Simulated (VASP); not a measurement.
# Al: single point with PBE+D3(BJ)

The system is Al.

```
Al
1.0
     3.98273    0.00000    0.00000
     0.00000    1.99136   -1.99136
     0.00000    7.96545    7.96545
Al
8
Direct
  0.00000 0.00000 0.00000
  0.50000 0.50000 0.12500
  0.00000 0.00000 0.25000
  0.50000 0.50000 0.37500
  0.00000 0.00000 0.50000
  0.50000 0.50000 0.62500
  0.00000 0.00000 0.75000
  0.50000 0.50000 0.87500
```

```json
{
 "Program": "VASP 6.6.1",
 "Task": "single point",
 "Functional": "PBE",
 "Dispersion": "D3(BJ)",
 "Potentials or basis": "VASP PAW PBE potentials, release 64 (Al)",
 "Cutoff": "520 eV",
 "k mesh": "15 × 21 × 6",
 "Occupations": "gaussian, width 0.15 eV",
 "Spin": "no spin polarisation",
 "Dipole correction": "no",
 "Further INCAR settings": "ALGO = Fast; EDIFF = 1e-06; NBANDS = 22"
}
```

```yaml
Pressure: -0.1 GPa
Band_gap_on_the_k_mesh: zero (bands 12 and 13 overlap by 3.73 eV)
Dispersion_energy_per_atom: -0.352 eV
```

Levels at points of the mesh, in eV from the Fermi level:
```
           k point  band 10  band 11  band 12  band 13  band 14  band 15
(0.00, 0.00, 0.00)    -1.46    -1.46    -0.33    -0.33     1.22     1.22
(0.00, 0.00, 0.50)    -1.35    -0.65    -0.65     0.97     0.97     2.11
```

It took 6.1 min on 1 × NVIDIA H100 80GB with 1 thread of AMD EPYC 7R13 Processor (Zen 3) (shared host), peak memory 1.8 GiB.
